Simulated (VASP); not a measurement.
Input of a VASP 6.6.1 run:

The input INCAR:

```
PREC = Accurate ; ENCUT = 600
EDIFF = 1E-7 ; ISMEAR = -1
SIGMA = 0.05 ; LREAL = False
LASPH = True ; NELM = 80
ALGO = Normal ; ISIF = 3
LWAVE = False ; LCHARG = False
GGA = PE ; IBRION = 2
NSW = 80 ; EDIFFG = -0.03
```

The input KPOINTS:

```
regular mesh
0
Gamma
  9 9 9
```

Contents of POSCAR:

```
Nb
1.0
    1.6650000000      1.6650000000      1.6650000000
   -1.6650000000      1.6650000000      1.6650000000
   -1.6650000000     -1.6650000000      1.6650000000
Nb
1
Direct
    0.0000000000      0.0000000000      0.0000000000
```

Potentials or basis: VASP PAW PBE potentials, release 64 (Nb_sv).

Command:

```bash
$ cat potpaw_PBE.64/Nb_sv/POTCAR > POTCAR
$ mpirun -np 1 vasp_std > vasp.out
```

What does it give for the relaxed cell?

a = 2.864 Å, b = 2.864 Å, c = 2.864 Å, α = 70.53°, β = 109.47°, γ = 70.53°.

Estimate the band gap on the k mesh.

zero (an odd number of electrons rules out a gap without spin polarisation).

Final structure:
```cif
data_structure
_symmetry_space_group_name_H-M 'P 1'
_symmetry_Int_Tables_number 1
_cell_length_a 2.8636
_cell_length_b 2.8636
_cell_length_c 2.8636
_cell_angle_alpha 70.529
_cell_angle_beta 109.471
_cell_angle_gamma 70.529
_cell_volume 18.08
loop_
_atom_site_label
_atom_site_type_symbol
_atom_site_fract_x
_atom_site_fract_y
_atom_site_fract_z
_atom_site_occupancy
Nb1 Nb 0.00000 0.00000 0.00000 1
```
